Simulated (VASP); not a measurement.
# Cr (P6_3/mmc) in VASP: a series of runs

Cr is run at these levels: revPBE; tasks: single point.

All numbers are computed with VASP 6.6.1; they aren't measurements. Logs are shortened: lines on timing, memory, paths and dates and some standing lists are left out, and cuts for length are marked.

### Step 1. The cell of the first run

The structure is hexagonal, space group P6_3/mmc (No. 194). The conventional cell has a = 2.531 Å, b = 2.531 Å, c = 4.538 Å, α = 90.00°, β = 90.00°, γ = 120.00°. Cr (site symmetry -6m2) has 12 Cr at 2.53 to 2.70 Å within 3.3 Å.

### Step 2. Single point, revPBE, collinear spin, antiferromagnetic start (volume scaled by 1.04)

INCAR

```
SYSTEM = Cr
  ALGO = Normal
  EDIFF = 1E-6
  ENCUT = 520
  GGA = RE
  ISIF = 2
  ISMEAR = -1
  ISPIN = 2
  LASPH = .True.
  LCHARG = .False.
  LMAXMIX = 4
  LORBIT = 11
  LREAL = .False.
  LWAVE = .False.
  MAGMOM = 1.5 -1.5
  NBANDS = 23
  NELM = 150
  PREC = Accurate
  SIGMA = 0.05
```

KPOINTS

```
k-points
0
Gamma
  16 16 8
  0 0 0
```

POSCAR

```
Cr
1.0
    2.5308376877      0.0000000000      0.0000000000
   -1.2654188439      2.1917697304      0.0000000000
    0.0000000000      0.0000000000      4.5381462881
Cr
2
Direct
    0.3333333333      0.6666666667      0.2500000000
    0.6666666667      0.3333333333      0.7500000000
```

Potentials or basis: VASP PAW PBE potentials, release 64 (Cr_pv).

Started as:

```sh
cat potpaw_PBE.64/Cr_pv/POTCAR > POTCAR
mpirun -np 1 vasp_std > vasp.out
```

OUTCAR:

```text
SYSTEM = Cr
   EDIFF = 1E-6
   ENCUT = 520
   GGA = RE
   ISIF = 2
   ISMEAR = -1
   ISPIN = 2
   LASPH = .True.
   LORBIT = 11
   LREAL = .False.
   NELM = 150
   PREC = Accurate

 ion  position               nearest neighbor table
   1  0.333  0.667  0.250-   2 2.70   2 2.70   2 2.70   2 2.70   2 2.70   2 2.70
   2  0.667  0.333  0.750-   1 2.70   1 2.70   1 2.70   1 2.70   1 2.70   1 2.70

  LATTYP: Found a hexagonal cell.
 ALAT       =     2.5308376877
 C/A-ratio  =     1.7931399987

  Lattice vectors:

 A1 = (   2.5308376877,   0.0000000000,   0.0000000000)
 A2 = (  -1.2654188439,   2.1917697304,   0.0000000000)
 A3 = (   0.0000000000,   0.0000000000,   4.5381462881)

Analysis of symmetry for initial positions (statically):
=====================================================================
 Subroutine PRICEL returns:
 Original cell was already a primitive cell.

 Routine SETGRP: Setting up the symmetry group for a
 hexagonal supercell.

 Subroutine GETGRP returns: Found 24 space group operations
 (whereof 12 operations were pure point group operations)
 out of a pool of 24 trial point group operations.

The static configuration has the point symmetry D_3d.
 The point group associated with its full space group is D_6h.

Analysis of symmetry for dynamics (positions and initial velocities):
=====================================================================
 Subroutine PRICEL returns:
 Original cell was already a primitive cell.

 Routine SETGRP: Setting up the symmetry group for a
 hexagonal supercell.

 Subroutine GETGRP returns: Found 24 space group operations
 (whereof 12 operations were pure point group operations)
 out of a pool of 24 trial point group operations.

The dynamic configuration has the point symmetry D_3d.
 The point group associated with its full space group is D_6h.

Analysis of structural, dynamic, and magnetic symmetry:
=====================================================================
 Subroutine PRICEL returns:
 Original cell was already a primitive cell.

 Routine SETGRP: Setting up the symmetry group for a
 hexagonal supercell.

 Subroutine GETGRP returns: Found 24 space group operations
 (whereof 12 operations were pure point group operations)
 out of a pool of 24 trial point group operations.

The overall configuration has the point symmetry D_3d.
 The point group associated with its full space group is D_6h.

 Subroutine INISYM returns: Found 24 space group operations
 (whereof 12 operations are pure point group operations),
 and found     1 'primitive' translations

----------------------------------------------------------------------------------------

                                     Primitive cell

  volume of cell :      25.1732

  direct lattice vectors                    reciprocal lattice vectors
     2.530837688  0.000000000  0.000000000     0.395126090  0.228126154  0.000000000
    -1.265418844  2.191769730  0.000000000     0.000000000  0.456252309  0.000000000
     0.000000000  0.000000000  4.538146288     0.000000000  0.000000000  0.220354289

  length of vectors
     2.530837688  2.530837688  4.538146288     0.456252309  0.456252309  0.220354289

  position of ions in fractional coordinates (direct lattice)
     0.333333333  0.666666667  0.250000000
     0.666666667  0.333333333  0.750000000

  ion indices of the primitive-cell ions
   primitive index   ion index
                 1           1
                 2           2

----------------------------------------------------------------------------------------

 KPOINTS: k-points

Automatic generation of k-mesh.
 Grid dimensions read from file:
 generate k-points for:   16   16    8

 Generating k-lattice:

  Cartesian coordinates                     Fractional coordinates (reciprocal lattice)
     0.024695381  0.014257885  0.000000000     0.062500000  0.000000000  0.000000000
     0.000000000  0.028515769  0.000000000     0.000000000  0.062500000  0.000000000
     0.000000000  0.000000000  0.027544286     0.000000000  0.000000000  0.125000000

  Length of vectors
     0.028515769  0.028515769  0.027544286

  Shift w.r.t. Gamma in fractional coordinates (k-lattice)
     0.000000000  0.000000000  0.000000000

 Subroutine IBZKPT returns following result:
 ===========================================

 Found    150 irreducible k-points:

 Following reciprocal coordinates:
            Coordinates               Weight
  0.000000  0.000000  0.000000      1.000000
  0.062500 -0.000000  0.000000      6.000000
  0.125000 -0.000000  0.000000      6.000000
  0.187500 -0.000000  0.000000      6.000000
  0.250000 -0.000000  0.000000      6.000000
  0.312500 -0.000000  0.000000      6.000000
[... 16 lines left out ...]
  0.187500  0.187500  0.000000      6.000000
  0.250000  0.187500  0.000000     12.000000
 [... further k-points ...]
   k-points           NKPTS =    150   k-points in BZ     NKDIM =    150   number of bands    NBANDS=     23
   number of dos      NEDOS =    301   number of ions     NIONS =      2
   total plane-waves  NPLWV =  14400
   dimension x,y,z NGX =    20 NGY =   20 NGZ =   36
   dimension x,y,z NGXF=    40 NGYF=   40 NGZF=   72
   ions per type =               2
   NGX,Y,Z   is equivalent  to a cutoff of  13.14, 13.14, 13.19 a.u.
   NGXF,Y,Z  is equivalent  to a cutoff of  26.28, 26.28, 26.38 a.u.
 SYSTEM =  Cr
   PREC   = accura    normal or accurate (medium, high low for compatibility)
   ISTART =      0    job   : 0-new  1-cont  2-samecut
   ICHARG =      2    charge: 1-file 2-atom 10-const
   ISPIN  =      2    spin polarized calculation?
   LNONCOLLINEAR =      F non collinear calculations
   LSORBIT =      F    spin-orbit coupling
   LASPH  =      T    aspherical Exc in radial PAW
   ENCUT  =  520.0 eV  38.22 Ry    6.18 a.u.   4.71  4.71  8.44*2*pi/ulx,y,z
   NELM   =    150;   NELMIN=  2; NELMDL= -5     # of ELM steps
   EDIFF  = 0.1E-05   stopping-criterion for ELM
   LREAL  =      F    real-space projection
   EDIFFG = 0.1E-04   stopping-criterion for IOM
   NSW    =      0    number of steps for IOM
   IBRION =     -1    ionic relax: 0-MD 1-quasi-New 2-CG
   NFREE  =      0    steps in history (QN), initial steepest desc. (CG)
   ISIF   =      2    stress and relaxation
   ISYM   =      2    0-nonsym 1-usesym 2-fastsym
   POTIM  = 0.5000    time-step for ionic-motion
   TEBEG  =    0.0;   TEEND  =   0.0 temperature during run
   PSTRESS=    0.0 pullay stress
   NELECT =      24.0000    total number of electrons
   NUPDOWN=      -1.0000    fix difference up-down
   EMIN   =  10.00;   EMAX   =-10.00  energy-range for DOS
   EFERMI =   0.00;   METHOD = LEGACY
   ISMEAR =    -1;   SIGMA  =   0.05  broadening in eV -4-tet -1-fermi 0-gaus
   EFERMI_NEDOS =   21; number of points for ismear=-14 and -15
   IALGO  =     38    algorithm
   IMIX   =      4    mixing-type and parameters
     AMIX     =   0.40;   BMIX     =  1.00
     AMIX_MAG =   1.60;   BMIX_MAG =  1.00
  volume/ion in A,a.u.               =      12.59        84.94
  Fermi-wavevector in a.u.,A,eV,Ry     =   1.611261  3.044843 35.322947  2.596163
  Thomas-Fermi vector in A             =   2.706680
   LORBIT       =     11    0 simple, 1 ext, 2 COOP (PROOUT), +10 PAW based schemes
   GGA     = RE    functional components
   LHFCALC =     F    Hartree Fock is set to
   AEXX    =    0.0000 exact exchange contribution
   IVDW    =     0    specifies the selected vdW correction
   LEPSILON=     F    determine dielectric tensor
   LRPA    =     F    only Hartree local field effects (RPA)
 spin polarized calculation
  energy-cutoff  :      520.00
  volume of cell :       25.17
 maximum number of plane-waves:       690
 NGX is ok and might be reduce to    20
   NGX =  9   NGY =  9   NGZ = 17

 number of electron      23.9999984 magnetization       0.0000000

 number of electron      23.9999984 magnetization      -0.0000000

 Free energy of the ion-electron system (eV)
  ---------------------------------------------------
  ext. energy  EPLUGINS =         0.00000000
  ---------------------------------------------------
  free energy    TOTEN  =       -17.38883244 eV

  energy without entropy =      -17.35929704  energy(sigma->0) =      -17.37406474

 E-fermi :   9.7285     XC(G=0): -13.0744

 val. band max:        9.7284291548   @ k =   0.4375   0.0625   0.3750
 cond. band min:       9.7303690342   @ k =   0.4375  -0.0000   0.1250
 fundamental gap:      0.0019398794
 Fermi energy:         9.7284851582

 spin component 1

 k-point     1 :       0.0000    0.0000    0.0000
  band No.  band energies     occupation
      1     -33.5404      1.00000
      2     -32.9964      1.00000
      3     -32.8373      1.00000
      4     -32.8373      1.00000
      5     -32.7850      1.00000
      6     -32.7850      1.00000
[... 15 lines left out ...]
     22      29.1474      0.00000
     23      29.4981      0.00000
[... 575 lines left out ...]
      1     -33.3724      1.00000
      2     -33.3400      1.00000
      3     -33.2977      1.00000
      4     -33.0670      1.00000
      5     -33.0512      1.00000
      6     -33.0035      1.00000
[... 15 lines left out ...]
     22      21.2648      0.00000
     23      22.5511      0.00000

 [... further k-points ...]

 spin component 2

 k-point     1 :       0.0000    0.0000    0.0000
  band No.  band energies     occupation
      1     -33.5404      1.00000
      2     -32.9964      1.00000
      3     -32.8373      1.00000
      4     -32.8373      1.00000
      5     -32.7850      1.00000
      6     -32.7850      1.00000
[... 15 lines left out ...]
     22      29.1474      0.00000
     23      29.4981      0.00000
[... 575 lines left out ...]
      1     -33.3724      1.00000
      2     -33.3400      1.00000
      3     -33.2977      1.00000
      4     -33.0670      1.00000
      5     -33.0512      1.00000
      6     -33.0035      1.00000
[... 15 lines left out ...]
     22      21.2648      0.00000
     23      22.5511      0.00000

 [... further k-points ...]

------------------------ aborting loop because EDIFF is reached ----------------------------------------

  FORCE on cell =-STRESS in cart. coord.  units (eV):
  Direction    XX          YY          ZZ          XY          YZ          ZX
  --------------------------------------------------------------------------------------
  -------------------------------------------------------------------------------------
  Total       -1.3788834     -1.3788834     -1.2171135      0.0000000     -0.0000000      0.0000000
  in kB      -87.7607682    -87.7607682    -77.4647173      0.0000000     -0.0000000      0.0000000
  external PRESSURE =     -84.3287512 kB  Pullay stress =       0.0000000 kB

 VOLUME and BASIS-vectors are now :
 -----------------------------------------------------------------------------
  energy-cutoff  :      520.00
  volume of cell :       25.17
      direct lattice vectors                 reciprocal lattice vectors
     2.530837688  0.000000000  0.000000000     0.395126090  0.228126154  0.000000000
    -1.265418844  2.191769730  0.000000000     0.000000000  0.456252309  0.000000000
     0.000000000  0.000000000  4.538146288     0.000000000  0.000000000  0.220354289

 POSITION                                       TOTAL-FORCE (eV/Angst)
 -----------------------------------------------------------------------------------
     -0.00000      1.46118      1.13454        -0.000000     -0.000000      0.000000
      1.26542      0.73059      3.40361         0.000000      0.000000      0.000000
 -----------------------------------------------------------------------------------
    total drift:                                0.000000     -0.000000      0.000000

  FREE ENERGIE OF THE ION-ELECTRON SYSTEM (eV)
  ---------------------------------------------------
  free  energy   TOTEN  =       -17.3888324399 eV

  energy  without entropy=      -17.3592970442  energy(sigma->0) =      -17.37406474

 total charge

# of ion       s       p       d       tot
------------------------------------------
    1        0.433   6.341   4.144  10.918
    2        0.433   6.341   4.144  10.918
--------------------------------------------------
tot          0.865  12.683   8.289  21.837

 magnetization (x)

# of ion       s       p       d       tot
------------------------------------------
    1        0.000   0.000   0.000   0.000
    2       -0.000  -0.000  -0.000  -0.000
--------------------------------------------------
tot          0.000   0.000   0.000   0.000
```

It took 2 min on 1 thread of Intel Xeon 6975P-C, shared host; peak memory 0.24 GiB.

What came out:

* Free energy: -17.3888 eV
* Pressure: -8.4 GPa
* Band gap on the k mesh: zero (filled and empty bands overlap)
* Net moment: 0.00 μB per cell
* Valence electrons inside the program's atomic spheres: Cr 10.92

Stress tensor (GPa, compression positive):
```
-8.78  0.00  0.00
 0.00 -8.78  0.00
 0.00  0.00 -7.75
```

Levels at points of the mesh, in eV from the Fermi level:
Spin up:
```tsv
k point	band 9	band 10	band 11	band 12	band 13	band 14	band 15	band 16
(0.00, 0.00, 0.00)	-1.14	-0.33	-0.31	-0.31	-0.01	-0.01	1.01	1.01
(0.50, 0.00, 0.00)	-3.12	-0.86	-0.61	-0.29	-0.10	2.11	2.61	2.72
(0.00, 0.00, 0.50)	-1.51	-1.51	-0.29	-0.29	-0.29	-0.29	1.66	1.66
(0.50, 0.00, 0.50)	-2.28	-2.28	0.89	0.89	1.16	1.17	2.67	2.67
```
Spin down:
```tsv
k point	band 10	band 11	band 12	band 13	band 14	band 15
(0.00, 0.00, 0.00)	-0.33	-0.31	-0.31	-0.01	-0.01	1.01
(0.50, 0.00, 0.00)	-0.86	-0.61	-0.29	-0.10	2.11	2.61
(0.00, 0.00, 0.50)	-1.51	-0.29	-0.29	-0.29	-0.29	1.66
(0.50, 0.00, 0.50)	-2.28	0.89	0.89	1.16	1.17	2.67
```

Caveat: the starting moments collapsed, and a magnetic state may lie lower; the PAW data sets were made with another functional, which shifts forces and pressure a little.

### Step 3. Single point, revPBE, collinear spin, antiferromagnetic start (volume scaled by 1.08)

INCAR

```
SYSTEM = Cr
  ALGO = Normal
  EDIFF = 1E-6
  ENCUT = 520
  GGA = RE
  ISIF = 2
  ISMEAR = -1
  ISPIN = 2
  LASPH = .TRUE.
  LCHARG = .FALSE.
  LMAXMIX = 4
  LORBIT = 11
  LREAL = .FALSE.
  LWAVE = .FALSE.
  MAGMOM = 1.5 -1.5
  NBANDS = 23
  NELM = 150
  PREC = Accurate
  SIGMA = 0.05
```

KPOINTS

```
k-points
0
G
  16 16 8
  0 0 0
```

POSCAR

```
Cr
1.0
    2.5628770090      0.0000000000      0.0000000000
   -1.2814385045      2.2195165966      0.0000000000
    0.0000000000      0.0000000000      4.5955972767
Cr
2
Direct
    0.3333333333      0.6666666667      0.2500000000
    0.6666666667      0.3333333333      0.7500000000
```

Potentials or basis: VASP PAW PBE potentials, release 64 (Cr_pv).

Started as:

```sh
cat potpaw_PBE.64/Cr_pv/POTCAR > POTCAR
mpirun -np 1 vasp_std > vasp.out
```

Wall time 2.2 min (1 thread of Intel Xeon 6975P-C, shared host); peak memory 0.24 GiB.

Results (log left out):

```yaml
Free_energy: -17.3178 eV
Pressure: -15.0 GPa
Band_gap_on_the_k_mesh: zero (filled and empty bands overlap)
Net_moment: 0.00 μB per cell
Valence_electrons_inside_the_program's_atomic_spheres: Cr 10.85
```

Stress tensor (GPa, compression positive):
```
-15.65   0.00   0.00
  0.00 -15.65   0.00
  0.00   0.00 -13.71
```

Levels at points of the mesh, in eV from the Fermi level:
Spin up:
| k point | band 8 | band 9 | band 10 | band 11 | band 12 | band 13 | band 14 | band 15 | band 16 | band 17 |
| --- | --- | --- | --- | --- | --- | --- | --- | --- | --- | --- |
| (0.00, 0.00, 0.00) | -3.74 | -1.08 | -0.35 | -0.29 | -0.29 | 0.00 | 0.00 | 0.96 | 0.96 | 1.92 |
| (0.50, 0.00, 0.00) | -3.14 | -2.96 | -0.82 | -0.61 | -0.28 | -0.09 | 2.00 | 2.48 | 2.58 | 3.59 |
| (0.00, 0.00, 0.50) | -5.43 | -1.44 | -1.44 | -0.26 | -0.26 | -0.26 | -0.26 | 1.58 | 1.58 | 1.58 |
| (0.50, 0.00, 0.50) | -3.49 | -2.16 | -2.16 | 0.85 | 0.85 | 1.10 | 1.10 | 2.53 | 2.53 | 3.03 |
Spin down:
```
           k point  band 9  band 10  band 11  band 12  band 13  band 14  band 15  band 16
(0.00, 0.00, 0.00)   -1.08    -0.35    -0.29    -0.29     0.00     0.00     0.96     0.96
(0.50, 0.00, 0.00)   -2.96    -0.82    -0.61    -0.28    -0.09     2.00     2.48     2.58
(0.00, 0.00, 0.50)   -1.44    -1.44    -0.26    -0.26    -0.26    -0.26     1.58     1.58
(0.50, 0.00, 0.50)   -2.16    -2.16     0.85     0.85     1.10     1.10     2.53     2.53
```

Caveat: the starting moments collapsed, and a magnetic state may lie lower; the PAW data sets were made with another functional, which shifts forces and pressure a little.

### Step 4. Single point, revPBE, collinear spin, antiferromagnetic start (volume scaled by 1.12)

INCAR

```
SYSTEM = Cr
PREC = Accurate
ENCUT = 520
EDIFF = 1E-6
ISMEAR = -1
SIGMA = 0.05
LREAL = .False.
LASPH = .True.
NELM = 150
ALGO = Normal
ISIF = 2
LWAVE = .False.
LCHARG = .False.
ISPIN = 2
MAGMOM = 1.5 -1.5
LORBIT = 11
LMAXMIX = 4
GGA = RE
NBANDS = 23
```

KPOINTS

```
regular mesh
0
Gamma
  16 16 8
  0 0 0
```

POSCAR

```
Cr
1.0
    2.5941346873      0.0000000000      0.0000000000
   -1.2970673437      2.2465865401      0.0000000000
    0.0000000000      0.0000000000      4.6516466699
Cr
2
Direct
    0.3333333333      0.6666666667      0.2500000000
    0.6666666667      0.3333333333      0.7500000000
```

Started as:

```sh
cat potpaw_PBE.64/Cr_pv/POTCAR > POTCAR
mpirun -np 1 vasp_std > vasp.out
```

Wall time 2.2 min (1 thread of Intel Xeon 6975P-C, shared host); peak memory 0.25 GiB.

It converged, with:

| Quantity | Value |
| --- | --- |
| Free energy | -17.2110 eV |
| Pressure | -20.3 GPa |
| Band gap on the k mesh | zero (filled and empty bands overlap) |
| Net moment | 0.00 μB per cell |
| Valence electrons inside the program's atomic spheres | Cr 10.79 |

Stress tensor (GPa, compression positive):
```
-21.19   0.00   0.00
  0.00 -21.19   0.00
  0.00   0.00 -18.51
```

Levels at points of the mesh, in eV from the Fermi level:
Spin up:
| k point | band 9 | band 10 | band 11 | band 12 | band 13 | band 14 | band 15 | band 16 |
| --- | --- | --- | --- | --- | --- | --- | --- | --- |
| (0.00, 0.00, 0.00) | -1.02 | -0.36 | -0.27 | -0.27 | 0.00 | 0.00 | 0.92 | 0.92 |
| (0.50, 0.00, 0.00) | -2.80 | -0.77 | -0.61 | -0.27 | -0.07 | 1.90 | 2.36 | 2.45 |
| (0.00, 0.00, 0.50) | -1.37 | -1.37 | -0.24 | -0.24 | -0.24 | -0.24 | 1.50 | 1.50 |
| (0.50, 0.00, 0.50) | -2.05 | -2.05 | 0.81 | 0.81 | 1.04 | 1.04 | 2.41 | 2.41 |
Spin down:
```
           k point  band 10  band 11  band 12  band 13  band 14  band 15
(0.00, 0.00, 0.00)    -0.36    -0.27    -0.27     0.00     0.00     0.92
(0.50, 0.00, 0.00)    -0.77    -0.61    -0.27    -0.07     1.90     2.36
(0.00, 0.00, 0.50)    -1.37    -0.24    -0.24    -0.24    -0.24     1.50
(0.50, 0.00, 0.50)    -2.05     0.81     0.81     1.04     1.04     2.41
```

Caveat: the starting moments collapsed, and a magnetic state may lie lower; the PAW data sets were made with another functional, which shifts forces and pressure a little.
